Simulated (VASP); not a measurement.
Crystal: MgO.

```
Mg O
1.0
     2.93802    0.00000    0.00000
    -1.46901    2.54440    0.00000
     0.00000    0.00000    2.67968
Mg O
1 1
Direct
  0.00000 0.00000 0.00000
  0.33333 0.66667 0.50000
```

- Program: VASP 6.6.1
- Task: relaxation of cell and atoms
- Functional: PBEsol-based global hybrid with 25 % exact exchange
- Potentials or basis: VASP PAW PBE potentials, release 64 (Mg, O)
- Cutoff: 600 eV
- k mesh: 5 × 5 × 5
- Occupations: fermi-dirac, width 0.05 eV
- Spin: no spin polarisation

At the start: pressure -9.0 GPa; volume 10.02 Å³/atom.

Q: Where does the relaxation end?

A: Over 5 steps the energy falls by 17.8 meV/atom and the volume is 9.41 Å³/atom (-6.0 %); space group P-6m2 (No. 187, to 0.1 Å) before and after.

Step by step:
```csv
step,energy change (eV),largest force (eV/Å),pressure (GPa),volume (Å³)
1,0.0000,0.0000,-8.99,20.03
2,-0.0303,0.0000,3.67,18.45
3,-0.0351,0.0000,-0.10,18.85
4,-0.0355,0.0000,0.10,18.80
5,-0.0357,0.0000,0.02,18.82
```

Final structure:
```
Mg O
1.0
     2.87646    0.00000    0.00000
    -1.43823    2.49108    0.00000
     0.00000    0.00000    2.62669
Mg O
1 1
Direct
  0.00000 0.00000 0.00000
  0.33333 0.66667 0.50000
```

Caveat: the k points lie up to 0.50 Å⁻¹ apart in the final cell; the PAW data sets were made with another functional, which shifts forces and pressure a little.
